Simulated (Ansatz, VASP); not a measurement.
# Two plane-wave programs on In

```
In
1.0
    -1.83249    1.83249    1.83249
     1.83249   -1.83249    1.83249
     1.83249    1.83249   -1.83249
In
1
Direct
  0.00000 0.00000 0.00000
```

Alike in both runs: task relaxation of cell and atoms; functional LDA; k mesh 17 × 17 × 17; occupations fermi-dirac, width 0.1 eV; no spin polarisation.

|  | VASP | Ansatz |
| --- | --- | --- |
| version | VASP 6.6.1 | Ansatz 0.2.0 |
| potentials or method | VASP PAW LDA potentials, release 64 (In_d) | PAW with Ansatz's default frozen-core files, scalar-relativistic |
| plane-wave cutoff (eV) | 600 | 420 |
| valence electrons in the cell | 13 | 13 |

```csv
,VASP,Ansatz,Ansatz less VASP
relaxed volume (Å³/atom),24.90,24.86,-0.039
relaxed cell length with the largest relative difference (Å),3.186,3.185,-0.0017
```

LDA's correlation is that of Perdew and Zunger in VASP and of Perdew and Wang (1992) in Ansatz.
